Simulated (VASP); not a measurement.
A run of VASP 6.6.1:

File POSCAR:

```
ZrHg
1.0
    3.1470000000      0.0000000000      0.0000000000
    0.0000000000      3.1470000000      0.0000000000
    0.0000000000      0.0000000000      4.1700000000
Zr Hg
1 1
Direct
    0.5000000000      0.5000000000      0.5000000000
    0.0000000000      0.0000000000      0.0000000000
```

File INCAR.step1:

```
PREC = Accurate
ENCUT = 520
ISMEAR = 0
SIGMA = 0.1
LREAL = False
LASPH = True
NELM = 100
NBANDS = 19
GGA = PE
ALGO = Normal
EDIFF = 1E-4
LWAVE = True
LCHARG = False
```

The input INCAR.step2:

```
PREC = Accurate
ENCUT = 520
EDIFF = 1E-6
ISMEAR = 0
SIGMA = 0.1
LREAL = False
LASPH = True
NELM = 100
ALGO = Normal
ISIF = 2
LWAVE = False
LCHARG = True
METAGGA = R2SCAN
LMIXTAU = True
LELF = True
LVHAR = True
NBANDS = 19
ISTART = 1
```

The input KPOINTS:

```
Automatic mesh
0
Gamma
  10 10 8
  0.5 0.5 0.5
```

Potentials or basis: VASP PAW PBE potentials, release 64 (Zr_sv, Hg).

The run is started by

```sh
$ cat potpaw_PBE.64/Zr_sv/POTCAR potpaw_PBE.64/Hg/POTCAR > POTCAR
$ cp INCAR.step1 INCAR
$ mpirun -np 1 vasp_std > vasp.out
$ cp INCAR.step2 INCAR
$ mpirun -np 1 vasp_std > vasp.out
```

Hardware: 1 thread of AMD EPYC 7R13 Processor (Zen 3), on a shared host.

Estimate the wall time of this run.

Wall time 100 s on 1 thread of AMD EPYC 7R13 Processor (Zen 3) (shared host), peak memory 0.16 GiB. Counts: k points 60.
